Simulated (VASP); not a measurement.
Runs of VASP 6.6.1 on Si2W. The structure is that of space group P6_222 (No. 180), or close to it. The cells are those of the table. 

```tsv
cell	k mesh	smearing	gap on the mesh (eV)	pressure (GPa)	largest force (eV/Å)
a = 4.551, b = 4.551, c = 6.567 Å, angles 90.0, 90.0, 120.0°, 9 atoms	12 × 12 × 8	gaussian 0.1 eV	none	0.7	0.01
a = 4.555, b = 4.555, c = 6.561 Å, angles 90.0, 90.0, 120.0°, 9 atoms	12 × 12 × 8	fermi-dirac 0.15 eV	none	0.7	0.01
a = 4.617, b = 4.617, c = 6.653 Å, angles 90.0, 90.0, 120.0°, 9 atoms	6 × 6 × 4	gaussian 0.1 eV	none	(a)	0.05
a = 4.554, b = 4.554, c = 6.570 Å, angles 90.0, 90.0, 120.0°, 9 atoms	6 × 6 × 4	gaussian 0.1 eV	none	0.4	0.02
```

Alike in all rows: task single point; level LDA; potentials or basis VASP PAW LDA potentials, release 64 (Si, W_sv); no spin polarisation; cutoff (eV) 520.

Q: Estimate the missing entries.

A: (a) -8.6.

Caveats: spin-orbit coupling is left out, which moves the levels of the heavy elements; the cell stands under tension (at least some runs).

A k mesh can miss the band edges, and the runs leave out spin-orbit coupling on W.

A gap of «none» marks levels without a gap at the run's occupations.
